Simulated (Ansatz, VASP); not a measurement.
# One calculation of BeAlS3, two programs

INCAR

```
PREC     = Accurate       # precision mode
ENCUT    = 600            # plane-wave cutoff, eV
EDIFF    = 1E-7           # SCF threshold, eV
ISMEAR   = 0              # smearing method
SIGMA    = 0.1            # smearing width, eV
LREAL    = False          # projectors in reciprocal space
LASPH    = True           # aspherical terms in the spheres
NELM     = 100            # most SCF steps
ALGO     = Normal         # electronic algorithm
ISIF     = 3              # what is computed and relaxed
LWAVE    = False          # write WAVECAR
LCHARG   = False          # write CHGCAR
GGA      = PE             # functional
IBRION   = 2              # ionic algorithm
NSW      = 90             # ionic steps
EDIFFG   = -0.04          # ionic threshold
```

Contents of KPOINTS:

```
regular mesh
0
Gamma
  6 6 4
```

POSCAR

```
BeAlS3
1.0
    5.0862581100      0.0000000000      0.0000000000
   -2.5431290600      4.4048287400      0.0000000000
    0.0000000000      0.0000000000      4.4303037700
Be Al S
1 1 3
Direct
    0.0000000000      0.0000000000      0.5000000000
    0.0000000000      0.0000000000      0.0000000000
    0.5000000000      0.0000000000      0.5000000000
    0.0000000000      0.5000000000      0.5000000000
    0.5000000000      0.5000000000      0.5000000000
```

Input for Ansatz:

```yaml
crystal:
  lattice:
    - [5.08625811, 0.0, 0.0]
    - [-2.54312906, 4.40482874, 0.0]
    - [0.0, 0.0, 4.43030377]
  atoms:
    - { symbol: Be, position: [0.0, 0.0, 0.5] }
    - { symbol: Al, position: [0.0, 0.0, 0.0] }
    - { symbol: S, position: [0.5, 0.0, 0.5] }
    - { symbol: S, position: [0.0, 0.5, 0.5] }
    - { symbol: S, position: [0.5, 0.5, 0.5] }
basis:
  ecutwfc: 420
kpoints:
  mp_grid: { grid: [6, 6, 4] }
hamiltonian:
  xc: pbe
scf:
  occupations: { method: gaussian, width: 0.1 }
  lower_state_search: "off"
output:
  forces: true
  stress: true
  eigenvalues: true
relax:
  adjacent_minimum: "off"
  f_tol: 0.04
  max_steps: 70
  cell: { stress_tol: 0.4 }
```

Alike in both runs: task relaxation of cell and atoms; functional PBE; k mesh 6 × 6 × 4; occupations gaussian, width 0.1 eV; no spin polarisation.

|  | VASP | Ansatz |
| --- | --- | --- |
| version | VASP 6.6.1 | Ansatz 0.2.0 |
| potentials or method | VASP PAW PBE potentials, release 64 (Be, Al, S), cutoff 600 eV | scalar-relativistic, plane waves, PAW |
| valence electrons in the cell | 23 | 23 |

VASP gave:

| Quantity | Value |
| --- | --- |
| gap on the k mesh at the Fermi level, each at its own relaxed structure (eV) | none |
| relaxed volume (Å³/atom) | 20.84 |
| relaxed cell length with the largest relative difference (Å) | 4.601 |

Task: Estimate Ansatz's values.

Result: gap on the k mesh at the Fermi level, each at its own relaxed structure (eV): none; relaxed volume (Å³/atom): 20.82; relaxed cell length with the largest relative difference (Å): 4.591.

A gap of «none» marks a metal or a gap that the smearing closes.
